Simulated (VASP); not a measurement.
# Ga2SiS (P4mm) in VASP: single point with PBE

Aim: the single point of Ga2SiS with PBE.

All numbers are computed with VASP 6.6.1; they aren't measurements. Logs are shortened: lines on timing, memory, paths and dates and some standing lists are left out, and cuts for length are marked.

### Step 1. The cell of the first run

The structure is tetragonal, space group P4mm (No. 99). Conventional cell: a = 3.786 Å, b = 3.786 Å, c = 5.208 Å, α = 90.00°, β = 90.00°, γ = 90.00°. Within 3.5 Å of Ga (site symmetry 2mm) lie 4 Ga at 2.68 Å and 4 Si at 3.22 Å and 4 S at 3.22 Å. Within 3.5 Å of Si (site symmetry 4mm) lie 4 S at 2.68 Å and 8 Ga at 3.22 Å. Within 3.5 Å of S (site symmetry 4mm) lie 4 Si at 2.68 Å and 8 Ga at 3.22 Å.

### Step 2. Single point, PBE

File INCAR:

```
SYSTEM = Ga2SiS
PREC = Accurate ; ENCUT = 520
EDIFF = 1E-6 ; ISMEAR = 0
SIGMA = 0.1 ; LREAL = .FALSE.
LASPH = .TRUE. ; NELM = 80
ALGO = Normal ; ISIF = 2
LWAVE = .FALSE. ; LCHARG = .TRUE.
GGA = PE ; LELF = .TRUE.
LVHAR = .TRUE. ; NBANDS = 26
```

File KPOINTS:

```
regular mesh
0
G
  4 4 4
  0 0 0
```

File POSCAR:

```
Ga2SiS
1.0
    3.7856646985      0.0000000000      0.0000000000
    0.0000000000      3.7856646985      0.0000000000
    0.0000000000      0.0000000000      5.2083781962
Ga Si S
2 1 1
Direct
    0.5000000000      0.0000000000     -0.0921229935
    0.0000000000      0.5000000000     -0.0921229935
    0.0000000000      0.0000000000      0.4088546503
    0.5000000000      0.5000000000      0.4073961267
```

Potentials or basis: VASP PAW PBE potentials, release 64 (Ga_d, Si, S).

Run with:

```
$ cat potpaw_PBE.64/Ga_d/POTCAR potpaw_PBE.64/Si/POTCAR potpaw_PBE.64/S/POTCAR > POTCAR
$ mpirun -np 1 vasp_std > vasp.out
```

OUTCAR:

```text
SYSTEM = Ga2SiS
   PREC = Accurate
   ENCUT = 520
   EDIFF = 1E-6
   ISMEAR = 0
   LREAL = .FALSE.
   LASPH = .TRUE.
   NELM = 80
   ISIF = 2
   GGA = PE

 ion  position               nearest neighbor table
   1  0.500  0.000  0.908-   2 2.68   2 2.68   2 2.68   2 2.68
   2  0.000  0.500  0.908-   1 2.68   1 2.68   1 2.68   1 2.68
   3  0.000  0.000  0.409-   4 2.68   4 2.68   4 2.68   4 2.68
   4  0.500  0.500  0.407-   3 2.68   3 2.68   3 2.68   3 2.68

  LATTYP: Found a simple tetragonal cell.
 ALAT       =     3.7856646985
 C/A-ratio  =     1.3758160352

  Lattice vectors:

 A1 = (   3.7856646985,   0.0000000000,   0.0000000000)
 A2 = (   0.0000000000,   3.7856646985,   0.0000000000)
 A3 = (   0.0000000000,   0.0000000000,   5.2083781962)

Analysis of symmetry for initial positions (statically):
=====================================================================
 Subroutine PRICEL returns:
 Original cell was already a primitive cell.

 Routine SETGRP: Setting up the symmetry group for a
 simple tetragonal supercell.

 Subroutine GETGRP returns: Found  8 space group operations
 (whereof  8 operations were pure point group operations)
 out of a pool of 16 trial point group operations.

The static configuration has the point symmetry C_4v.

Analysis of symmetry for dynamics (positions and initial velocities):
=====================================================================
 Subroutine PRICEL returns:
 Original cell was already a primitive cell.

 Routine SETGRP: Setting up the symmetry group for a
 simple tetragonal supercell.

 Subroutine GETGRP returns: Found  8 space group operations
 (whereof  8 operations were pure point group operations)
 out of a pool of 16 trial point group operations.

The dynamic configuration has the point symmetry C_4v.

 Subroutine INISYM returns: Found  8 space group operations
 (whereof  8 operations are pure point group operations),
 and found     1 'primitive' translations

----------------------------------------------------------------------------------------

                                     Primitive cell

  volume of cell :      74.6426

  direct lattice vectors                    reciprocal lattice vectors
     3.785664699  0.000000000  0.000000000     0.264154403  0.000000000  0.000000000
     0.000000000  3.785664699  0.000000000     0.000000000  0.264154403  0.000000000
     0.000000000  0.000000000  5.208378196     0.000000000  0.000000000  0.191998346

  length of vectors
     3.785664699  3.785664699  5.208378196     0.264154403  0.264154403  0.191998346

  position of ions in fractional coordinates (direct lattice)
     0.500000000  0.000000000  0.907877007
     0.000000000  0.500000000  0.907877007
     0.000000000  0.000000000  0.408854650
     0.500000000  0.500000000  0.407396127

  ion indices of the primitive-cell ions
   primitive index   ion index
                 1           1
                 2           2
                 3           3
                 4           4

----------------------------------------------------------------------------------------

 KPOINTS: regular mesh

Automatic generation of k-mesh.
 Grid dimensions read from file:
 generate k-points for:    4    4    4

 Generating k-lattice:

  Cartesian coordinates                     Fractional coordinates (reciprocal lattice)
     0.066038601  0.000000000  0.000000000     0.250000000  0.000000000  0.000000000
     0.000000000  0.066038601  0.000000000     0.000000000  0.250000000  0.000000000
     0.000000000  0.000000000  0.047999587     0.000000000  0.000000000  0.250000000

  Length of vectors
     0.066038601  0.066038601  0.047999587

  Shift w.r.t. Gamma in fractional coordinates (k-lattice)
     0.000000000  0.000000000  0.000000000

 Subroutine IBZKPT returns following result:
 ===========================================

 Found     18 irreducible k-points:

 Following reciprocal coordinates:
            Coordinates               Weight
  0.000000  0.000000  0.000000      1.000000
  0.250000  0.000000  0.000000      4.000000
  0.500000  0.000000  0.000000      2.000000
  0.250000  0.250000  0.000000      4.000000
  0.500000  0.250000  0.000000      4.000000
  0.500000  0.500000  0.000000      1.000000
[... 10 lines left out ...]
  0.500000  0.250000  0.500000      4.000000
  0.500000  0.500000  0.500000      1.000000
   k-points           NKPTS =     18   k-points in BZ     NKDIM =     18   number of bands    NBANDS=     26
   number of dos      NEDOS =    301   number of ions     NIONS =      4
   total plane-waves  NPLWV =  31360
   dimension x,y,z NGX =    28 NGY =   28 NGZ =   40
   dimension x,y,z NGXF=    56 NGYF=   56 NGZF=   80
   ions per type =               2   1   1
   NGX,Y,Z   is equivalent  to a cutoff of  12.30, 12.30, 12.77 a.u.
   NGXF,Y,Z  is equivalent  to a cutoff of  24.59, 24.59, 25.54 a.u.
 SYSTEM =  Ga2SiS
   PREC   = accura    normal or accurate (medium, high low for compatibility)
   ISTART =      0    job   : 0-new  1-cont  2-samecut
   ICHARG =      2    charge: 1-file 2-atom 10-const
   ISPIN  =      1    spin polarized calculation?
   LNONCOLLINEAR =      F non collinear calculations
   LSORBIT =      F    spin-orbit coupling
   LASPH  =      T    aspherical Exc in radial PAW
   ENCUT  =  520.0 eV  38.22 Ry    6.18 a.u.   7.04  7.04  9.68*2*pi/ulx,y,z
   NELM   =     80;   NELMIN=  2; NELMDL= -5     # of ELM steps
   EDIFF  = 0.1E-05   stopping-criterion for ELM
   LREAL  =      F    real-space projection
   EDIFFG = 0.1E-04   stopping-criterion for IOM
   NSW    =      0    number of steps for IOM
   IBRION =     -1    ionic relax: 0-MD 1-quasi-New 2-CG
   NFREE  =      0    steps in history (QN), initial steepest desc. (CG)
   ISIF   =      2    stress and relaxation
   ISYM   =      2    0-nonsym 1-usesym 2-fastsym
   POTIM  = 0.5000    time-step for ionic-motion
   TEBEG  =    0.0;   TEEND  =   0.0 temperature during run
   PSTRESS=    0.0 pullay stress
   NELECT =      36.0000    total number of electrons
   NUPDOWN=      -1.0000    fix difference up-down
   EMIN   =  10.00;   EMAX   =-10.00  energy-range for DOS
   EFERMI =   0.00;   METHOD = LEGACY
   ISMEAR =     0;   SIGMA  =   0.10  broadening in eV -4-tet -1-fermi 0-gaus
   EFERMI_NEDOS =   21; number of points for ismear=-14 and -15
   IALGO  =     38    algorithm
   IMIX   =      4    mixing-type and parameters
     AMIX     =   0.40;   BMIX     =  1.00
     AMIX_MAG =   1.60;   BMIX_MAG =  1.00
  volume/ion in A,a.u.               =      18.66       125.93
  Fermi-wavevector in a.u.,A,eV,Ry     =   1.283847  2.426120 22.425994  1.648264
  Thomas-Fermi vector in A             =   2.416076
   LORBIT       =      0    0 simple, 1 ext, 2 COOP (PROOUT), +10 PAW based schemes
   GGA     = PE    functional components
   LHFCALC =     F    Hartree Fock is set to
   AEXX    =    0.0000 exact exchange contribution
   IVDW    =     0    specifies the selected vdW correction
   LEPSILON=     F    determine dielectric tensor
   LRPA    =     F    only Hartree local field effects (RPA)
 non-spin polarized calculation
 Gauss-broadening in eV      SIGMA  =   0.10
  energy-cutoff  :      520.00
  volume of cell :       74.64
 maximum number of plane-waves:      2028
   NGX = 15   NGY = 15   NGZ = 19

 number of electron      36.0000040 magnetization

 Free energy of the ion-electron system (eV)
  ---------------------------------------------------
  ext. energy  EPLUGINS =         0.00000000
  ---------------------------------------------------
  free energy    TOTEN  =       -14.34115582 eV

  energy without entropy =      -14.33661413  energy(sigma->0) =      -14.33888498

 E-fermi :   6.3534     XC(G=0): -10.6192

 val. band max:        6.3309092266   @ k =   0.0000   0.0000   0.5000
 cond. band min:       6.4537968670   @ k =   0.5000   0.0000   0.0000
 fundamental gap:      0.1228876404
 Fermi energy:         6.3534161709

 k-point     1 :       0.0000    0.0000    0.0000
  band No.  band energies     occupation
      1      -9.1044      2.00000
      2      -8.9855      2.00000
      3      -8.9622      2.00000
      4      -8.8415      2.00000
      5      -8.8415      2.00000
      6      -8.6622      2.00000
[... 18 lines left out ...]
     25      11.9614      0.00000
     26      12.5891      0.00000

 k-point     2 :       0.2500    0.0000    0.0000
  band No.  band energies     occupation
      1      -9.0149      2.00000
      2      -8.9205      2.00000
      3      -8.8951      2.00000
      4      -8.8246      2.00000
      5      -8.8150      2.00000
      6      -8.6987      2.00000
[... 18 lines left out ...]
     25      12.7460      0.00000
     26      13.1889      0.00000

 k-point     3 :       0.5000    0.0000    0.0000
  band No.  band energies     occupation
      1      -8.7982      2.00000
      2      -8.7980      2.00000
      3      -8.7814      2.00000
      4      -8.7811      2.00000
      5      -8.7772      2.00000
      6      -8.7655      2.00000
[... 18 lines left out ...]
     25      12.1986      0.00000
     26      12.4486      0.00000

 k-point     4 :       0.2500    0.2500    0.0000
  band No.  band energies     occupation
      1      -9.0185      2.00000
      2      -8.8654      2.00000
      3      -8.8421      2.00000
      4      -8.8116      2.00000
      5      -8.7781      2.00000
      6      -8.7693      2.00000
[... 18 lines left out ...]
     25      12.2392      0.00000
     26      15.9334      0.00000

 k-point     5 :       0.5000    0.2500    0.0000
  band No.  band energies     occupation
      1      -8.9235      2.00000
      2      -8.9235      2.00000
      3      -8.8571      2.00000
      4      -8.8443      2.00000
      5      -8.7177      2.00000
      6      -8.7174      2.00000
[... 18 lines left out ...]
     25      15.5561      0.00000
     26      16.3368      0.00000

 k-point     6 :       0.5000    0.5000    0.0000
  band No.  band energies     occupation
      1      -8.9825      2.00000
      2      -8.9825      2.00000
      3      -8.8954      2.00000
      4      -8.8821      2.00000
      5      -8.6993      2.00000
      6      -8.6993      2.00000
[... 253 lines left out ...]
 k-point    15 :       0.5000    0.0000    0.5000
  band No.  band energies     occupation
      1      -8.7945      2.00000
      2      -8.7928      2.00000
      3      -8.7898      2.00000
      4      -8.7827      2.00000
      5      -8.7813      2.00000
      6      -8.7809      2.00000
[... 18 lines left out ...]
     25      11.0751      0.00000
     26      11.1199      0.00000

 k-point    16 :       0.2500    0.2500    0.5000
  band No.  band energies     occupation
      1      -9.0174      2.00000
      2      -8.8761      2.00000
      3      -8.8384      2.00000
      4      -8.8007      2.00000
      5      -8.7983      2.00000
      6      -8.7676      2.00000
[... 18 lines left out ...]
     25      13.2332      0.00000
     26      14.5559      0.00000

 k-point    17 :       0.5000    0.2500    0.5000
  band No.  band energies     occupation
      1      -8.9227      2.00000
      2      -8.9221      2.00000
      3      -8.8737      2.00000
      4      -8.8630      2.00000
      5      -8.7172      2.00000
      6      -8.7161      2.00000
[... 18 lines left out ...]
     25      14.6010      0.00000
     26      14.9987      0.00000

 k-point    18 :       0.5000    0.5000    0.5000
  band No.  band energies     occupation
      1      -8.9821      2.00000
      2      -8.9821      2.00000
      3      -8.9149      2.00000
      4      -8.9021      2.00000
      5      -8.6992      2.00000
      6      -8.6992      2.00000
[... 18 lines left out ...]
     25      13.4138      0.00000
     26      13.4597      0.00000

------------------------ aborting loop because EDIFF is reached ----------------------------------------

  FORCE on cell =-STRESS in cart. coord.  units (eV):
  Direction    XX          YY          ZZ          XY          YZ          ZX
  --------------------------------------------------------------------------------------
  -------------------------------------------------------------------------------------
  Total       -0.0230624     -0.0230624      0.0245737      0.0000000      0.0000000      0.0000000
  in kB       -0.4950273     -0.4950273      0.5274650      0.0000000      0.0000000      0.0000000
  external PRESSURE =      -0.1541966 kB  Pullay stress =       0.0000000 kB

 VOLUME and BASIS-vectors are now :
 -----------------------------------------------------------------------------
  energy-cutoff  :      520.00
  volume of cell :       74.64
      direct lattice vectors                 reciprocal lattice vectors
     3.785664699  0.000000000  0.000000000     0.264154403  0.000000000  0.000000000
     0.000000000  3.785664699  0.000000000     0.000000000  0.264154403  0.000000000
     0.000000000  0.000000000  5.208378196     0.000000000  0.000000000  0.191998346

 POSITION                                       TOTAL-FORCE (eV/Angst)
 -----------------------------------------------------------------------------------
      1.89283      0.00000      4.72857        -0.000000     -0.000000      0.003945
      0.00000      1.89283      4.72857         0.000000     -0.000000      0.003945
      0.00000      0.00000      2.12947        -0.000000     -0.000000     -0.018813
      1.89283      1.89283      2.12187        -0.000000      0.000000      0.010922
 -----------------------------------------------------------------------------------
    total drift:                                0.000000     -0.000000     -0.001211

  FREE ENERGIE OF THE ION-ELECTRON SYSTEM (eV)
  ---------------------------------------------------
  free  energy   TOTEN  =       -14.3411558231 eV

  energy  without entropy=      -14.3366141285  energy(sigma->0) =      -14.33888498
```

It took 26 s on 1 thread of Intel Xeon Platinum 8488C (Sapphire Rapids), shared host; peak memory 0.19 GiB.

What came out:

```yaml
Free_energy: -14.3412 eV
Pressure: 0.0 GPa
Largest_force: 0.019 eV/Å
Band_gap_on_the_k_mesh: zero (band 18 reaches 7.11 eV, above the bottom of band 19 at 4.30 eV)
```

Forces in eV/Å, atoms in the order of the input:
```
Ga   0.000  0.000  0.004
Ga   0.000  0.000  0.004
Si   0.000  0.000 -0.019
S    0.000  0.000  0.011
```

Stress tensor (GPa, compression positive):
```
-0.05  0.00  0.00
 0.00 -0.05  0.00
 0.00  0.00  0.05
```

Levels at points of the mesh, in eV from the Fermi level:
| k point | band 14 | band 15 | band 16 | band 17 | band 18 | band 19 | band 20 | band 21 | band 22 | band 23 |
| --- | --- | --- | --- | --- | --- | --- | --- | --- | --- | --- |
| (0.00, 0.00, 0.00) | -4.98 | -4.10 | -4.10 | -0.32 | 0.60 | 0.92 | 0.92 | 4.77 | 4.77 | 4.89 |
| (0.50, 0.00, 0.00) | -5.22 | -4.04 | -2.95 | -2.48 | -0.40 | 0.10 | 0.26 | 3.72 | 3.94 | 4.46 |
| (0.50, 0.50, 0.00) | -7.00 | -3.10 | -3.10 | -2.97 | -2.77 | -2.05 | -0.38 | 0.51 | 0.51 | 6.09 |
| (0.00, 0.00, 0.50) | -3.85 | -3.85 | -2.03 | -0.02 | -0.02 | 0.43 | 0.69 | 1.22 | 1.80 | 4.65 |
| (0.50, 0.00, 0.50) | -7.38 | -2.83 | -1.27 | -0.61 | -0.27 | 0.57 | 1.75 | 2.92 | 3.05 | 3.08 |
| (0.50, 0.50, 0.50) | -6.37 | -4.95 | -4.93 | -4.93 | -4.37 | 0.41 | 3.46 | 3.80 | 3.80 | 6.85 |

Caveat: the k points lie up to 0.41 Å⁻¹ apart.
